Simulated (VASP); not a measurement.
# Ge3Pd (Pm-3m) in VASP: a series of runs

Ge3Pd is run at these levels: PBE; tasks: single point.

Program: VASP 6.6.1. These are calculated values, not measurements. Logs are shortened: lines on timing, memory, paths and dates and some standing lists are left out, and cuts for length are marked.

### Step 1. The cell of the first run

The structure is cubic, space group Pm-3m (No. 221). The conventional cell has a = 4.114 Å, b = 4.114 Å, c = 4.114 Å, α = 90.00°, β = 90.00°, γ = 90.00°. Within 3.8 Å of Ge (site symmetry 4/mmm) lie 8 Ge at 2.91 Å and 4 Pd at 2.91 Å. Pd (site symmetry m-3m) has 12 Ge at 2.91 Å within 3.8 Å.

### Step 2. Single point, PBE

Contents of INCAR:

```
SYSTEM = Ge3Pd
PREC = Accurate
ENCUT = 500
EDIFF = 1E-6
ISMEAR = 1
SIGMA = 0.05
LREAL = .False.
LASPH = .True.
NELM = 120
ALGO = Normal
ISIF = 2
LWAVE = .False.
LCHARG = .False.
GGA = PE
NBANDS = 34
GGA_COMPAT = .False.
```

Contents of KPOINTS:

```
regular mesh
0
Gamma
  6 6 6
  0 0 0
```

Contents of POSCAR:

```
Ge3Pd
1.0
    4.1142233503      0.0000000000      0.0000000000
    0.0000000000      4.1142233503      0.0000000000
    0.0000000000      0.0000000000      4.1142233503
Ge Pd
3 1
Direct
    0.0000000000      0.5000000000      0.5000000000
    0.5000000000      0.0000000000      0.5000000000
    0.5000000000      0.5000000000      0.0000000000
    0.0000000000      0.0000000000      0.0000000000
```

Potentials or basis: VASP PAW PBE potentials, release 64 (Ge_d, Pd).

Launch:

```
cat potpaw_PBE.64/Ge_d/POTCAR potpaw_PBE.64/Pd/POTCAR > POTCAR
mpirun -np 1 vasp_std > vasp.out
```

OUTCAR:

```text
SYSTEM = Ge3Pd
   PREC = Accurate
   ENCUT = 500
   EDIFF = 1E-6
   ISMEAR = 1
   LREAL = .False.
   LASPH = .True.
   NELM = 120
   ISIF = 2
   GGA = PE

 ion  position               nearest neighbor table
   1  0.000  0.500  0.500-   2 2.91   3 2.91   4 2.91   3 2.91   4 2.91   2 2.91   4 2.91   4 2.91
                             2 2.91   3 2.91   3 2.91   2 2.91
   2  0.500  0.000  0.500-   1 2.91   3 2.91   4 2.91   3 2.91   4 2.91   1 2.91   3 2.91   3 2.91
                             1 2.91   4 2.91   4 2.91   1 2.91
   3  0.500  0.500  0.000-   1 2.91   2 2.91   4 2.91   1 2.91   2 2.91   2 2.91   4 2.91   2 2.91
                             1 2.91   4 2.91   1 2.91   4 2.91
   4  0.000  0.000  0.000-   1 2.91   2 2.91   3 2.91   1 2.91   2 2.91   1 2.91   3 2.91   1 2.91
                             2 2.91   3 2.91   2 2.91   3 2.91

  LATTYP: Found a simple cubic cell.
 ALAT       =     4.1142233503

  Lattice vectors:

 A1 = (   4.1142233503,   0.0000000000,   0.0000000000)
 A2 = (   0.0000000000,   4.1142233503,   0.0000000000)
 A3 = (   0.0000000000,   0.0000000000,   4.1142233503)

Analysis of symmetry for initial positions (statically):
=====================================================================
 Subroutine PRICEL returns:
 Original cell was already a primitive cell.

 Routine SETGRP: Setting up the symmetry group for a
 simple cubic supercell.

 Subroutine GETGRP returns: Found 48 space group operations
 (whereof 48 operations were pure point group operations)
 out of a pool of 48 trial point group operations.

The static configuration has the point symmetry O_h .

Analysis of symmetry for dynamics (positions and initial velocities):
=====================================================================
 Subroutine PRICEL returns:
 Original cell was already a primitive cell.

 Routine SETGRP: Setting up the symmetry group for a
 simple cubic supercell.

 Subroutine GETGRP returns: Found 48 space group operations
 (whereof 48 operations were pure point group operations)
 out of a pool of 48 trial point group operations.

The dynamic configuration has the point symmetry O_h .

 Subroutine INISYM returns: Found 48 space group operations
 (whereof 48 operations are pure point group operations),
 and found     1 'primitive' translations

----------------------------------------------------------------------------------------

                                     Primitive cell

  volume of cell :      69.6408

  direct lattice vectors                    reciprocal lattice vectors
     4.114223350  0.000000000  0.000000000     0.243059240  0.000000000  0.000000000
     0.000000000  4.114223350  0.000000000     0.000000000  0.243059240  0.000000000
     0.000000000  0.000000000  4.114223350     0.000000000  0.000000000  0.243059240
[... 89 lines left out ...]
   ISIF   =      2    stress and relaxation
   ISYM   =      2    0-nonsym 1-usesym 2-fastsym
   POTIM  = 0.5000    time-step for ionic-motion
   TEBEG  =    0.0;   TEEND  =   0.0 temperature during run
   PSTRESS=    0.0 pullay stress
   NELECT =      52.0000    total number of electrons
   NUPDOWN=      -1.0000    fix difference up-down
   EMIN   =  10.00;   EMAX   =-10.00  energy-range for DOS
   EFERMI =   0.00;   METHOD = LEGACY
   ISMEAR =     1;   SIGMA  =   0.05  broadening in eV -4-tet -1-fermi 0-gaus
   EFERMI_NEDOS =   21; number of points for ismear=-14 and -15
   IALGO  =     38    algorithm
   IMIX   =      4    mixing-type and parameters
     AMIX     =   0.40;   BMIX     =  1.00
     AMIX_MAG =   1.60;   BMIX_MAG =  1.00
  volume/ion in A,a.u.               =      17.41       117.49
  Fermi-wavevector in a.u.,A,eV,Ry     =   1.485211  2.806641 30.012424  2.205851
  Thomas-Fermi vector in A             =   2.598651
   LORBIT       =      0    0 simple, 1 ext, 2 COOP (PROOUT), +10 PAW based schemes
   GGA     = PE    functional components
   LHFCALC =     F    Hartree Fock is set to
   AEXX    =    0.0000 exact exchange contribution
   IVDW    =     0    specifies the selected vdW correction
   LEPSILON=     F    determine dielectric tensor
   LRPA    =     F    only Hartree local field effects (RPA)
 non-spin polarized calculation
 Methfessel and Paxton  Order N= 1 SIGMA  =   0.05
  energy-cutoff  :      500.00
  volume of cell :       69.64
 maximum number of plane-waves:      1800
   NGX = 15   NGY = 15   NGZ = 15

 number of electron      52.0000060 magnetization

 Free energy of the ion-electron system (eV)
  ---------------------------------------------------
  ext. energy  EPLUGINS =         0.00000000
  ---------------------------------------------------
  free energy    TOTEN  =       -18.43257644 eV

  energy without entropy =      -18.43168713  energy(sigma->0) =      -18.43228000

 E-fermi :   7.7935     XC(G=0): -11.8122

 val. band max:        7.7789748592   @ k =   0.5000   0.1667   0.0000
 cond. band min:       7.8164603806   @ k =   0.3333   0.1667   0.0000
 fundamental gap:      0.0374855214
 Fermi energy:         7.7935377616

 k-point     1 :       0.0000    0.0000    0.0000
  band No.  band energies     occupation
      1     -16.9811      2.00000
      2     -16.9811      2.00000
      3     -16.9811      2.00000
      4     -16.9719      2.00000
      5     -16.9093      2.00000
      6     -16.9093      2.00000
[... 729 lines left out ...]
     33      15.5070      0.00000
     34      21.0702      0.00000

------------------------ aborting loop because EDIFF is reached ----------------------------------------

  FORCE on cell =-STRESS in cart. coord.  units (eV):
  Direction    XX          YY          ZZ          XY          YZ          ZX
  --------------------------------------------------------------------------------------
  -------------------------------------------------------------------------------------
  Total        1.0623086      1.0623086      1.0623086      0.0000000      0.0000000     -0.0000000
  in kB       24.4398027     24.4398027     24.4398027      0.0000000      0.0000000     -0.0000000
  external PRESSURE =      24.4398027 kB  Pullay stress =       0.0000000 kB

 VOLUME and BASIS-vectors are now :
 -----------------------------------------------------------------------------
  energy-cutoff  :      500.00
  volume of cell :       69.64
      direct lattice vectors                 reciprocal lattice vectors
     4.114223350  0.000000000  0.000000000     0.243059240  0.000000000  0.000000000
     0.000000000  4.114223350  0.000000000     0.000000000  0.243059240  0.000000000
     0.000000000  0.000000000  4.114223350     0.000000000  0.000000000  0.243059240

 POSITION                                       TOTAL-FORCE (eV/Angst)
 -----------------------------------------------------------------------------------
      0.00000      2.05711      2.05711         0.000000      0.000000      0.000000
      2.05711      0.00000      2.05711         0.000000      0.000000      0.000000
      2.05711      2.05711      0.00000         0.000000      0.000000      0.000000
      0.00000      0.00000      0.00000         0.000000      0.000000      0.000000
 -----------------------------------------------------------------------------------
    total drift:                                0.000000      0.000000     -0.000000

  FREE ENERGIE OF THE ION-ELECTRON SYSTEM (eV)
  ---------------------------------------------------
  free  energy   TOTEN  =       -18.4325764392 eV

  energy  without entropy=      -18.4316871294  energy(sigma->0) =      -18.43228000
```

OSZICAR:

```text
N       E                     dE             d eps       ncg     rms          rms(c)
DAV:   1     0.425690182656E+03    0.42569E+03   -0.24114E+04  1730   0.408E+03
DAV:   2     0.516260055484E+02   -0.37406E+03   -0.36194E+03  1360   0.755E+02
DAV:   3    -0.153369148568E+02   -0.66963E+02   -0.65904E+02  1524   0.188E+02
DAV:   4    -0.185118299233E+02   -0.31749E+01   -0.31417E+01  1528   0.462E+01
DAV:   5    -0.185861571334E+02   -0.74327E-01   -0.74294E-01  1548   0.756E+00    0.529E+00
DAV:   6    -0.185129000290E+02    0.73257E-01   -0.77035E-01  1422   0.594E+00    0.357E+00
DAV:   7    -0.184456823563E+02    0.67218E-01   -0.19077E-01  1466   0.363E+00    0.204E+00
DAV:   8    -0.184340348077E+02    0.11648E-01   -0.46212E-02  1594   0.137E+00    0.232E-01
DAV:   9    -0.184327203150E+02    0.13145E-02   -0.43072E-03  1606   0.700E-01    0.120E-01
DAV:  10    -0.184325871401E+02    0.13317E-03   -0.10025E-03  1782   0.404E-01    0.396E-02
DAV:  11    -0.184325749981E+02    0.12142E-04   -0.10667E-04  1496   0.826E-02    0.122E-02
DAV:  12    -0.184325757678E+02   -0.76979E-06   -0.12217E-05  1626   0.395E-02    0.342E-03
DAV:  13    -0.184325764392E+02   -0.67135E-06   -0.78599E-07   772   0.820E-03
   1 F= -.18432576E+02 E0= -.18432280E+02  d E =-.889310E-03
```

stdout:

```text
POSCAR found type information on POSCAR GePd
 POSCAR found :  2 types and       4 ions
 scaLAPACK will be used
 LDA part: xc-table for (Slater+PW92), standard interpolation
 POSCAR, INCAR and KPOINTS ok, starting setup
 FFT: planning ... GRIDC
 FFT: planning ... GRID_SOFT
 FFT: planning ... GRID
 WAVECAR not read
 entering main loop
```

It took 45 s on 1 thread of Intel Xeon Platinum 8259CL at 2.50GHz (Skylake/Cascade Lake), shared host; peak memory 0.19 GiB.

Results:

- Free energy: -18.4326 eV
- Pressure: 2.4 GPa
- Band gap on the k mesh: zero (bands 26 and 27 overlap by 1.65 eV)

Levels at points of the mesh, in eV from the Fermi level:
```tsv
k point	band 22	band 23	band 24	band 25	band 26	band 27	band 28	band 29	band 30	band 31
(0.00, 0.00, 0.00)	-2.71	-2.71	-2.71	-1.54	-1.54	0.84	3.04	3.04	3.04	5.71
(0.50, 0.00, 0.00)	-2.67	-2.44	-0.32	-0.32	-0.03	-0.03	0.44	0.81	2.76	5.99
(0.50, 0.50, 0.00)	-2.43	-2.14	-2.12	-0.09	0.06	1.02	1.02	2.50	2.50	5.17
(0.50, 0.50, 0.50)	-4.45	-2.34	-2.34	-1.59	-1.59	-1.59	-0.31	7.60	7.60	7.71
```

### Step 3. Single point, PBE

This run uses another cell than the first one, of 17.77 Å³/atom.

Contents of INCAR:

```
SYSTEM = Ge3Pd
ALGO = Normal ; EDIFF = 1E-6
ENCUT = 500 ; GGA = PE
GGA_COMPAT = .FALSE. ; ISIF = 2
ISMEAR = 1 ; LASPH = .TRUE.
LCHARG = .FALSE. ; LREAL = .FALSE.
LWAVE = .FALSE. ; NBANDS = 34
NELM = 120 ; PREC = Accurate
SIGMA = 0.05
```

Contents of KPOINTS:

```
k-points
0
G
  6 6 6
  0 0 0
```

Contents of POSCAR:

```
Ge3Pd
1.0
    4.1420230000      0.0000000000      0.0000000000
    0.0000000000      4.1420230000      0.0000000000
    0.0000000000      0.0000000000      4.1420230000
Ge Pd
3 1
Direct
    0.0000000000      0.5000000000      0.5000000000
    0.5000000000      0.0000000000      0.5000000000
    0.5000000000      0.5000000000      0.0000000000
    0.0000000000      0.0000000000      0.0000000000
```

Potentials or basis: VASP PAW PBE potentials, release 64 (Ge_d, Pd).

Launch:

```
cat potpaw_PBE.64/Ge_d/POTCAR potpaw_PBE.64/Pd/POTCAR > POTCAR
mpirun -np 1 vasp_std > vasp.out
```

It took 42 s on 1 thread of Intel Xeon Platinum 8259CL at 2.50GHz (Skylake/Cascade Lake), shared host; peak memory 0.18 GiB.

The run converged. Its results:

* Free energy: -18.4466 eV
* Pressure: 0.6 GPa
* Band gap on the k mesh: zero (bands 26 and 27 overlap by 1.66 eV)

Levels at points of the mesh, in eV from the Fermi level:
```tsv
k point	band 23	band 24	band 25	band 26	band 27	band 28	band 29	band 30
(0.00, 0.00, 0.00)	-2.65	-2.65	-1.57	-1.57	0.86	2.99	2.99	2.99
(0.50, 0.00, 0.00)	-2.39	-0.29	-0.29	-0.03	-0.03	0.36	0.83	2.70
(0.50, 0.50, 0.00)	-2.09	-2.07	-0.16	0.08	0.98	0.98	2.44	2.44
(0.50, 0.50, 0.50)	-2.29	-2.29	-1.58	-1.58	-1.58	-0.29	7.44	7.44
```

The gap in the log of VASP goes by the Fermi energy; the results here count the filled bands.